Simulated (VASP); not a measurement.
# BN (P6_3/mmc) in VASP: a series of runs

BN is run at these levels: PBE+D3(BJ); tasks: single point, relaxation of shape and atoms at fixed volume.

Everything below comes from runs of VASP 6.6.1. Logs are shortened: lines on timing, memory, paths and dates and some standing lists are left out, and cuts for length are marked.

## Step 1: The cell of the first run

The structure is hexagonal, space group P6_3/mmc (No. 194). Conventional cell: a = 2.498 Å, b = 2.498 Å, c = 6.636 Å, α = 90.00°, β = 90.00°, γ = 120.00°. Within 1.9 Å of B (site symmetry -6m2) lie 3 N at 1.44 Å. N (site symmetry -6m2) has 3 B at 1.44 Å within 1.9 Å.

## Step 2: Single point, PBE+D3(BJ)

The input, INCAR:

```
ALGO = Normal
EDIFF = 1E-7
ENCUT = 520
GGA = PE
ISIF = 2
ISMEAR = 0
IVDW = 12
LASPH = T
LCHARG = F
LREAL = F
LWAVE = F
NBANDS = 16
NELM = 100
PREC = Accurate
SIGMA = 0.02
```

The input, KPOINTS:

```
k-points
0
Gamma
  12 12 4
```

The input, POSCAR:

```
BN
1.0
    2.4982400000      0.0000000000      0.0000000000
   -1.2491200000      2.1635393048      0.0000000000
    0.0000000000      0.0000000000      6.6357000000
B N
2 2
Direct
    0.3333333333      0.6666666667      0.2500000000
    0.6666666667      0.3333333333      0.7500000000
    0.3333333333      0.6666666667      0.7500000000
    0.6666666667      0.3333333333      0.2500000000
```

Potentials or basis: VASP PAW PBE potentials, release 64 (B, N).

The run is started by

```bash
$ cat potpaw_PBE.64/B/POTCAR potpaw_PBE.64/N/POTCAR > POTCAR
$ mpirun -np 1 vasp_std > vasp.out
```

OUTCAR:

```text
EDIFF = 1E-7
   ENCUT = 520
   GGA = PE
   ISIF = 2
   ISMEAR = 0
   IVDW = 12
   LASPH = T
   LREAL = F
   NELM = 100
   PREC = Accurate
 IVDW          = 12

 ion  position               nearest neighbor table
   1  0.333  0.667  0.250-   4 1.44   4 1.44   4 1.44
   2  0.667  0.333  0.750-   3 1.44   3 1.44   3 1.44
   3  0.333  0.667  0.750-   2 1.44   2 1.44   2 1.44
   4  0.667  0.333  0.250-   1 1.44   1 1.44   1 1.44

  LATTYP: Found a hexagonal cell.
 ALAT       =     2.4982400000
 C/A-ratio  =     2.6561499296

  Lattice vectors:

 A1 = (   2.4982400000,   0.0000000000,   0.0000000000)
 A2 = (  -1.2491200000,   2.1635393048,   0.0000000000)
 A3 = (   0.0000000000,   0.0000000000,   6.6357000000)

Analysis of symmetry for initial positions (statically):
=====================================================================
 Subroutine PRICEL returns:
 Original cell was already a primitive cell.

 Routine SETGRP: Setting up the symmetry group for a
 hexagonal supercell.

 Subroutine GETGRP returns: Found 24 space group operations
 (whereof 12 operations were pure point group operations)
 out of a pool of 24 trial point group operations.

The static configuration has the point symmetry D_3d.
 The point group associated with its full space group is D_6h.

Analysis of symmetry for dynamics (positions and initial velocities):
=====================================================================
 Subroutine PRICEL returns:
 Original cell was already a primitive cell.

 Routine SETGRP: Setting up the symmetry group for a
 hexagonal supercell.

 Subroutine GETGRP returns: Found 24 space group operations
 (whereof 12 operations were pure point group operations)
 out of a pool of 24 trial point group operations.

The dynamic configuration has the point symmetry D_3d.
 The point group associated with its full space group is D_6h.

 Subroutine INISYM returns: Found 24 space group operations
 (whereof 12 operations are pure point group operations),
 and found     1 'primitive' translations

----------------------------------------------------------------------------------------

                                     Primitive cell

  volume of cell :      35.8662

  direct lattice vectors                    reciprocal lattice vectors
     2.498240000  0.000000000  0.000000000     0.400281798  0.231102804  0.000000000
    -1.249120000  2.163539305  0.000000000     0.000000000  0.462205608  0.000000000
     0.000000000  0.000000000  6.635700000     0.000000000  0.000000000  0.150700002

  length of vectors
     2.498240000  2.498240000  6.635700000     0.462205608  0.462205608  0.150700002

  position of ions in fractional coordinates (direct lattice)
     0.333333333  0.666666667  0.250000000
     0.666666667  0.333333333  0.750000000
     0.333333333  0.666666667  0.750000000
     0.666666667  0.333333333  0.250000000

  ion indices of the primitive-cell ions
   primitive index   ion index
                 1           1
                 2           2
                 3           3
                 4           4

----------------------------------------------------------------------------------------

 KPOINTS: k-points

Automatic generation of k-mesh.
 Grid dimensions read from file:
 generate k-points for:   12   12    4

 Generating k-lattice:

  Cartesian coordinates                     Fractional coordinates (reciprocal lattice)
     0.033356817  0.019258567  0.000000000     0.083333333 -0.000000000  0.000000000
     0.000000000  0.038517134  0.000000000     0.000000000  0.083333333  0.000000000
     0.000000000  0.000000000  0.037675000     0.000000000  0.000000000  0.250000000

  Length of vectors
     0.038517134  0.038517134  0.037675000

  Shift w.r.t. Gamma in fractional coordinates (k-lattice)
     0.000000000  0.000000000  0.000000000

 Subroutine IBZKPT returns following result:
 ===========================================

 Found     57 irreducible k-points:

 Following reciprocal coordinates:
            Coordinates               Weight
  0.000000  0.000000  0.000000      1.000000
  0.083333 -0.000000  0.000000      6.000000
  0.166667  0.000000  0.000000      6.000000
  0.250000  0.000000  0.000000      6.000000
  0.333333  0.000000  0.000000      6.000000
  0.416667  0.000000  0.000000      6.000000
[... 16 lines left out ...]
  0.250000  0.000000  0.250000     12.000000
  0.333333  0.000000  0.250000     12.000000
 [... further k-points ...]
   k-points           NKPTS =     57   k-points in BZ     NKDIM =     57   number of bands    NBANDS=     16
   number of dos      NEDOS =    301   number of ions     NIONS =      4
   total plane-waves  NPLWV =  20000
   dimension x,y,z NGX =    20 NGY =   20 NGZ =   50
   dimension x,y,z NGXF=    40 NGYF=   40 NGZF=  100
   ions per type =               2   2
   NGX,Y,Z   is equivalent  to a cutoff of  13.31, 13.31, 12.53 a.u.
   NGXF,Y,Z  is equivalent  to a cutoff of  26.62, 26.62, 25.05 a.u.
 SYSTEM =  unknown system
   PREC   = accura    normal or accurate (medium, high low for compatibility)
   ISTART =      0    job   : 0-new  1-cont  2-samecut
   ICHARG =      2    charge: 1-file 2-atom 10-const
   ISPIN  =      1    spin polarized calculation?
   LNONCOLLINEAR =      F non collinear calculations
   LSORBIT =      F    spin-orbit coupling
   LASPH  =      T    aspherical Exc in radial PAW
   ENCUT  =  520.0 eV  38.22 Ry    6.18 a.u.   4.65  4.65 12.34*2*pi/ulx,y,z
   NELM   =    100;   NELMIN=  2; NELMDL= -5     # of ELM steps
   EDIFF  = 0.1E-06   stopping-criterion for ELM
   LREAL  =      F    real-space projection
   EDIFFG = 0.1E-05   stopping-criterion for IOM
   NSW    =      0    number of steps for IOM
   IBRION =     -1    ionic relax: 0-MD 1-quasi-New 2-CG
   NFREE  =      0    steps in history (QN), initial steepest desc. (CG)
   ISIF   =      2    stress and relaxation
   ISYM   =      2    0-nonsym 1-usesym 2-fastsym
   POTIM  = 0.5000    time-step for ionic-motion
   TEBEG  =    0.0;   TEEND  =   0.0 temperature during run
   PSTRESS=    0.0 pullay stress
   NELECT =      16.0000    total number of electrons
   NUPDOWN=      -1.0000    fix difference up-down
   EMIN   =  10.00;   EMAX   =-10.00  energy-range for DOS
   EFERMI =   0.00;   METHOD = LEGACY
   ISMEAR =     0;   SIGMA  =   0.02  broadening in eV -4-tet -1-fermi 0-gaus
   EFERMI_NEDOS =   21; number of points for ismear=-14 and -15
   IALGO  =     38    algorithm
   IMIX   =      4    mixing-type and parameters
     AMIX     =   0.40;   BMIX     =  1.00
     AMIX_MAG =   1.60;   BMIX_MAG =  1.00
  volume/ion in A,a.u.               =       8.97        60.51
  Fermi-wavevector in a.u.,A,eV,Ry     =   1.250891  2.363842 21.289433  1.564729
  Thomas-Fermi vector in A             =   2.384864
   LORBIT       =      0    0 simple, 1 ext, 2 COOP (PROOUT), +10 PAW based schemes
   GGA     = PE    functional components
   LHFCALC =     F    Hartree Fock is set to
   AEXX    =    0.0000 exact exchange contribution
   IVDW    =    12    specifies the selected vdW correction
   LEPSILON=     F    determine dielectric tensor
   LRPA    =     F    only Hartree local field effects (RPA)
 non-spin polarized calculation
 Gauss-broadening in eV      SIGMA  =   0.02
  energy-cutoff  :      520.00
  volume of cell :       35.87
 maximum number of plane-waves:       985
 NGX is ok and might be reduce to    20
   NGX =  9   NGY =  9   NGZ = 25

 number of electron      15.9999997 magnetization

 Free energy of the ion-electron system (eV)
  ---------------------------------------------------
  ext. energy  EPLUGINS =         0.00000000
  ---------------------------------------------------
  free energy    TOTEN  =       -35.14690963 eV

  energy without entropy =      -35.14690963  energy(sigma->0) =      -35.14690963

 E-fermi :   2.4063     XC(G=0): -10.0886

 val. band max:        2.3081880929   @ k =   0.3333   0.3333   0.5000
 cond. band min:       6.5951049630   @ k =   0.5000   0.0000   0.0000
 fundamental gap:      4.2869168702
 Fermi energy:         2.4062882171

 k-point     1 :       0.0000    0.0000    0.0000
  band No.  band energies     occupation
      1     -15.5316      2.00000
      2     -15.2363      2.00000
      3      -3.9420      2.00000
      4      -1.8138      2.00000
      5       0.9861      2.00000
      6       0.9861      2.00000
[... 8 lines left out ...]
     15      14.6584      0.00000
     16      15.4187      0.00000

 k-point     2 :       0.0833   -0.0000    0.0000
  band No.  band energies     occupation
      1     -15.3949      2.00000
      2     -15.1042      2.00000
      3      -3.7543      2.00000
      4      -1.6452      2.00000
      5       0.4265      2.00000
      6       0.4590      2.00000
[... 8 lines left out ...]
     15      14.9083      0.00000
     16      15.1373      0.00000

 k-point     3 :       0.1667    0.0000    0.0000
  band No.  band energies     occupation
      1     -14.9920      2.00000
      2     -14.7155      2.00000
      3      -3.1981      2.00000
      4      -1.1497      2.00000
      5      -0.9944      2.00000
      6      -0.9549      2.00000
[... 8 lines left out ...]
     15      16.2514      0.00000
     16      16.2591      0.00000

 k-point     4 :       0.2500    0.0000    0.0000
  band No.  band energies     occupation
      1     -14.3496      2.00000
      2     -14.0979      2.00000
      3      -2.8007      2.00000
      4      -2.7399      2.00000
      5      -2.2983      2.00000
      6      -0.6529      2.00000
[... 8 lines left out ...]
     15      17.6940      0.00000
     16      18.4265      0.00000

 k-point     5 :       0.3333    0.0000    0.0000
  band No.  band energies     occupation
      1     -13.5340      2.00000
      2     -13.3225      2.00000
      3      -4.6006      2.00000
      4      -4.5195      2.00000
      5      -1.2859      2.00000
      6      -1.2248      2.00000
[... 8 lines left out ...]
     15      18.1216      0.00000
     16      20.9739      0.00000

 k-point     6 :       0.4167    0.0000    0.0000
  band No.  band energies     occupation
      1     -12.7171      2.00000
      2     -12.5730      2.00000
      3      -6.0347      2.00000
      4      -5.9528      2.00000
      5      -1.7008      2.00000
      6      -1.6370      2.00000
[... 8 lines left out ...]
     15      17.6046      0.00000
     16      21.3587      0.00000
[... 267 lines left out ...]
 k-point    21 :       0.0833   -0.0000    0.2500
  band No.  band energies     occupation
      1     -15.3546      2.00000
      2     -15.1492      2.00000
      3      -3.4973      2.00000
      4      -2.0274      2.00000
      5       0.4328      2.00000
      6       0.4572      2.00000
[... 8 lines left out ...]
     15      14.9441      0.00000
     16      15.1086      0.00000

 k-point    22 :       0.1667    0.0000    0.2500
  band No.  band energies     occupation
      1     -14.9536      2.00000
      2     -14.7582      2.00000
      3      -2.9502      2.00000
      4      -1.5368      2.00000
      5      -0.9824      2.00000
      6      -0.9381      2.00000
[... 8 lines left out ...]
     15      16.1527      0.00000
     16      16.2338      0.00000

 k-point    23 :       0.2500    0.0000    0.2500
  band No.  band energies     occupation
      1     -14.3143      2.00000
      2     -14.1365      2.00000
      3      -2.8070      2.00000
      4      -2.7558      2.00000
      5      -2.0407      2.00000
      6      -0.6963      2.00000
[... 8 lines left out ...]
     15      18.4414      0.00000
     16      18.5220      0.00000

 k-point    24 :       0.3333    0.0000    0.2500
  band No.  band energies     occupation
      1     -13.5041      2.00000
      2     -13.3546      2.00000
      3      -4.5923      2.00000
      4      -4.5344      2.00000
      5      -1.2770      2.00000
      6      -1.2338      2.00000
[... 8 lines left out ...]
     15      19.1834      0.00000
     16      20.9897      0.00000

 [... further k-points ...]

------------------------ aborting loop because EDIFF is reached ----------------------------------------

 Edisp (eV)   -0.56768

 E8    (eV) :    -0.1663

  FORCE on cell =-STRESS in cart. coord.  units (eV):
  Direction    XX          YY          ZZ          XY          YZ          ZX
  --------------------------------------------------------------------------------------
  -------------------------------------------------------------------------------------
  Total       0.84048     0.84048    -0.05609     0.00000    -0.00000     0.00000
  in kB      37.54488    37.54488    -2.50561     0.00000    -0.00000     0.00000
  external pressure =       24.19 kB  Pullay stress =        0.00 kB

 VOLUME and BASIS-vectors are now :
 -----------------------------------------------------------------------------
  energy-cutoff  :      520.00
  volume of cell :       35.87
      direct lattice vectors                 reciprocal lattice vectors
     2.498240000  0.000000000  0.000000000     0.400281798  0.231102804  0.000000000
    -1.249120000  2.163539305  0.000000000     0.000000000  0.462205608  0.000000000
     0.000000000  0.000000000  6.635700000     0.000000000  0.000000000  0.150700002

 POSITION                                       TOTAL-FORCE (eV/Angst)
 -----------------------------------------------------------------------------------
     -0.00000      1.44236      1.65892         0.000000      0.000000      0.000000
      1.24912      0.72118      4.97677        -0.000000     -0.000000      0.000000
     -0.00000      1.44236      4.97677         0.000000     -0.000000      0.000000
      1.24912      0.72118      1.65892        -0.000000     -0.000000      0.000000
 -----------------------------------------------------------------------------------
    total drift:                                0.000000     -0.000000      0.000000

  FREE ENERGIE OF THE ION-ELECTRON SYSTEM (eV)
  ---------------------------------------------------
  free  energy   TOTEN  =       -35.7145888839 eV

  energy  without entropy=      -35.7145888839  energy(sigma->0) =      -35.71458888
```

Run time: 19 s. Hardware: 1 thread of Intel Xeon Platinum 8559C (Emerald Rapids), shared host; peak memory 0.17 GiB.

Results:

* Free energy: -35.7146 eV
* Pressure: 2.4 GPa
* Band gap on the k mesh: 4.29 eV, indirect (least direct gap 4.66 eV)
* Dispersion energy per atom: -0.142 eV

## Step 3: Single point, PBE+D3(BJ) (volume scaled by 1.03, then relaxed in part)

The input, INCAR:

```
SYSTEM = BN
ALGO = Normal ; EDIFF = 1E-7
ENCUT = 520 ; GGA = PE
ISIF = 2 ; ISMEAR = 0
IVDW = 12 ; LASPH = .TRUE.
LCHARG = .TRUE. ; LELF = .TRUE.
LREAL = .FALSE. ; LVHAR = .TRUE.
LWAVE = .FALSE. ; NBANDS = 16
NELM = 100 ; PREC = Accurate
SIGMA = 0.02
```

The input, KPOINTS:

```
k-points
0
G
  12 12 4
  0 0 0
```

The input, POSCAR:

```
BN
1.0
    2.5082190551      0.0000000000      0.0000000000
   -1.2541095276      2.1721814200      0.0000000000
    0.0000000000      0.0000000000      6.8028077007
B N
2 2
Direct
    0.3333333333      0.6666666667      0.2500000000
    0.6666666667      0.3333333333      0.7500000000
    0.3333333333      0.6666666667      0.7500000000
    0.6666666667      0.3333333333      0.2500000000
```

Potentials or basis: VASP PAW PBE potentials, release 64 (B, N).

The run is started by

```bash
$ cat potpaw_PBE.64/B/POTCAR potpaw_PBE.64/N/POTCAR > POTCAR
$ mpirun -np 1 vasp_std > vasp.out
```

It took 21 s on 1 thread of Intel Xeon Platinum 8559C (Emerald Rapids), shared host; peak memory 0.17 GiB.

It converged, with:

```yaml
Free_energy: -35.7155 eV
Pressure: -0.6 GPa
Band_gap_on_the_k_mesh: 4.30 eV, indirect (least direct gap 4.64 eV)
Dispersion_energy_per_atom: -0.137 eV
```

Stress tensor (GPa, compression positive):
```
-0.52  0.00  0.00
 0.00 -0.52  0.00
 0.00  0.00 -0.83
```

Levels at points of the mesh, in eV from the valence-band top:
| k point | band 4 | band 5 | band 6 | band 7 | band 8 | band 9 | band 10 | band 11 | band 12 | band 13 |
| --- | --- | --- | --- | --- | --- | --- | --- | --- | --- | --- |
| (0.00, 0.00, 0.00) | -4.20 | -1.34 | -1.34 | -1.31 | -1.31 | 5.12 | 10.02 | 11.52 | 11.52 | 11.62 |
| (0.50, 0.00, 0.00) | -8.82 | -4.13 | -4.08 | -1.37 | -0.48 | 4.30 | 5.53 | 9.47 | 9.92 | 12.60 |
| (0.00, 0.00, 0.50) | -5.24 | -1.32 | -1.32 | -1.32 | -1.32 | 7.35 | 7.35 | 11.57 | 11.57 | 11.57 |
| (0.50, 0.00, 0.50) | -8.86 | -4.11 | -4.11 | -0.91 | -0.91 | 4.74 | 4.74 | 9.85 | 9.85 | 13.44 |

## Step 4: Single point, PBE+D3(BJ) (volume scaled by 1.06, then relaxed in part)

The input, INCAR:

```
PREC = Accurate ; ENCUT = 520
EDIFF = 1E-6 ; ISMEAR = 0
SIGMA = 0.02 ; LREAL = F
LASPH = T ; NELM = 60
ALGO = Normal ; ISIF = 2
LWAVE = F ; LCHARG = F
GGA = PE ; IVDW = 12
NBANDS = 16
```

The input, KPOINTS:

```
Automatic mesh
0
Gamma
  12 12 4
```

The input, POSCAR:

```
BN
1.0
    2.5095739876      0.0000000000      0.0000000000
   -1.2547869938      2.1733548259      0.0000000000
    0.0000000000      0.0000000000      6.9933900728
B N
2 2
Direct
    0.3333333333      0.6666666667      0.2500000000
    0.6666666667      0.3333333333      0.7500000000
    0.3333333333      0.6666666667      0.7500000000
    0.6666666667      0.3333333333      0.2500000000
```

The run is started by

```bash
$ cat potpaw_PBE.64/B/POTCAR potpaw_PBE.64/N/POTCAR > POTCAR
$ mpirun -np 1 vasp_std > vasp.out
```

Run time: 18 s. Hardware: 1 thread of Intel Xeon Platinum 8559C (Emerald Rapids), shared host; peak memory 0.18 GiB.

It converged, with:

| Quantity | Value |
| --- | --- |
| Free energy | -35.7094 eV |
| Pressure | -1.1 GPa |
| Band gap on the k mesh | 4.34 eV, indirect (least direct gap 4.64 eV) |
| Dispersion energy per atom | -0.132 eV |

Stress tensor (GPa, compression positive):
```
-0.99  0.00  0.00
 0.00 -0.99  0.00
 0.00  0.00 -1.28
```

Levels at points of the mesh, in eV from the valence-band top:
```tsv
k point	band 4	band 5	band 6	band 7	band 8	band 9	band 10	band 11	band 12	band 13
(0.00, 0.00, 0.00)	-4.33	-1.34	-1.34	-1.32	-1.32	4.97	9.69	11.51	11.51	11.59
(0.50, 0.00, 0.00)	-8.83	-4.13	-4.09	-1.29	-0.53	4.34	5.43	9.44	9.91	12.49
(0.00, 0.00, 0.50)	-5.23	-1.33	-1.33	-1.33	-1.33	7.06	7.06	11.55	11.55	11.55
(0.50, 0.00, 0.50)	-8.85	-4.11	-4.11	-0.91	-0.91	4.74	4.74	9.81	9.81	13.30
```

 A k mesh can miss the band edges.

(Continued in part 2 of 2.)
